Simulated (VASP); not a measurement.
**Cr: single point with PBE**

Cr:

```
Cr
1.0
     0.00000    1.80856    1.80856
     1.80856    0.00000    1.80856
     1.80856    1.80856    0.00000
Cr
1
Cartesian
  0.0000 0.0000 0.0000
```

This isn't the form of Cr at room conditions, which is bcc.

| Property | Result |
| --- | --- |
| Program | VASP 6.6.1 |
| Task | single point |
| Functional | PBE |
| Potentials or basis | VASP PAW PBE potentials, release 64 (Cr_sv) |
| Cutoff | 700 eV |
| k mesh | 20 × 20 × 20 |
| Occupations | gaussian, width 0.05 eV |
| Spin | collinear spin |
| Starting moments | [0.05] μB |
| Dipole correction | no |
| Further INCAR settings | ALGO = Normal; EDIFF = 1e-06; NBANDS = 17 |

* Pressure: -0.1 GPa
* Band gap on the k mesh: zero (filled and empty bands overlap)
* Net moment: 0.00 μB per cell
* Valence electrons inside the program's atomic spheres: Cr 11.79

Levels at points of the mesh, in eV from the Fermi level:
Spin up:
```tsv
k point	band 5	band 6	band 7	band 8	band 9	band 10
(0.00, 0.00, 0.00)	-7.55	-0.41	-0.41	-0.41	1.36	1.36
(0.50, 0.00, 0.00)	-3.93	-0.54	-0.54	0.79	2.58	2.58
(0.50, 0.50, 0.00)	-4.13	-3.28	2.55	2.89	2.89	3.68
```
Spin down:
```tsv
k point	band 4	band 5	band 6	band 7	band 8	band 9	band 10	band 11
(0.00, 0.00, 0.00)	-42.31	-7.55	-0.41	-0.41	-0.41	1.36	1.36	19.89
(0.50, 0.00, 0.00)	-42.42	-3.93	-0.54	-0.54	0.79	2.58	2.58	9.40
(0.50, 0.50, 0.00)	-42.61	-4.13	-3.28	2.55	2.89	2.89	3.68	12.37
```

Wall time 86 s on 1 thread of Intel(R) Xeon(R) Platinum 8259CL CPU @ 2.50GHz (Skylake/Cascade Lake), with other jobs on the host, peak memory 0.24 GiB.
